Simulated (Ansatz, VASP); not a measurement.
## KTaO3: VASP beside Ansatz

POSCAR

```
KTaO3
1.0
    3.8885925000      0.0000000000      0.0000000000
    0.0000000000      3.8885925000      0.0000000000
    0.0000000000      0.0000000000      4.0880075000
K Ta O
1 1 3
Direct
    0.5000000000      0.5000000000      0.5000000000
    0.0000000000      0.0000000000      0.0000000000
    0.5000000000      0.0000000000      0.0000000000
    0.0000000000      0.5000000000      0.0000000000
    0.0000000000      0.0000000000      0.5000000000
```

INCAR.step1

```
ALGO = Normal ; EDIFF = 1E-4
ENCUT = 520 ; GGA = PE
ISMEAR = 0 ; LASPH = True
LCHARG = False ; LREAL = False
LWAVE = True ; NBANDS = 27
NELM = 60 ; PREC = Accurate
SIGMA = 0.05
```

Contents of INCAR.step2:

```
ALGO = Normal ; EDIFF = 1E-6
ENCUT = 520 ; ISIF = 2
ISMEAR = 0 ; ISTART = 1
LASPH = True ; LCHARG = False
LMIXTAU = True ; LREAL = False
LWAVE = False ; METAGGA = R2SCAN
NBANDS = 27 ; NELM = 60
PREC = Accurate ; SIGMA = 0.05
```

KPOINTS

```
k-points
0
Gamma
  6 6 6
```

Input for Ansatz:

```yaml
crystal:
  lattice:
    - [3.8885925, 0.0, 0.0]
    - [0.0, 3.8885925, 0.0]
    - [0.0, 0.0, 4.0880075]
  atoms:
    - { symbol: K, position: [0.5, 0.5, 0.5] }
    - { symbol: Ta, position: [0.0, 0.0, 0.0] }
    - { symbol: O, position: [0.5, 0.0, 0.0] }
    - { symbol: O, position: [0.0, 0.5, 0.0] }
    - { symbol: O, position: [0.0, 0.0, 0.5] }
basis:
  ecutwfc: 500
kpoints:
  mp_grid: { grid: [6, 6, 6] }
hamiltonian:
  xc: r2scan
scf:
  occupations: { method: gaussian, width: 0.05 }
output:
  forces: true
  stress: true
  eigenvalues: true
  write_density: true
  write_potential: true
  elf: true
  volumetric_format: npy
```

Change from the starting cell: strain -0.025 along x and y, +0.025 along z, atoms carried along.

Alike in both runs: task single point; functional r2SCAN; k mesh 6 × 6 × 6; occupations gaussian, width 0.05 eV; no spin polarisation.

|  | VASP | Ansatz |
| --- | --- | --- |
| version | VASP 6.6.1 | Ansatz 0.2.0 |
| potentials or method | VASP PAW PBE potentials, release 64 (K_sv, Ta_pv, O), cutoff 520 eV | scalar-relativistic, plane waves, PAW |
| valence electrons in the cell | 38 | 40 |

|  | VASP | Ansatz | Ansatz less VASP |
| --- | --- | --- | --- |
| gap on the k mesh at the Fermi level (eV) | 2.60 | 2.63 | +0.031 |
| least direct gap on the mesh (eV) | 3.20 | 3.22 | +0.018 |
| pressure (GPa) | 8.2 | 7.1 | -1.10 |
| traceless stress, the component that is largest in VASP (GPa) | -13.53 | -13.29 | +0.235 |

VASP's potentials were made for PBE, not for r2SCAN. VASP's potentials hold 38 valence electrons a cell and Ansatz's 40, so a difference there can come from the potentials and not from the codes.

Neither program's run includes spin-orbit coupling.
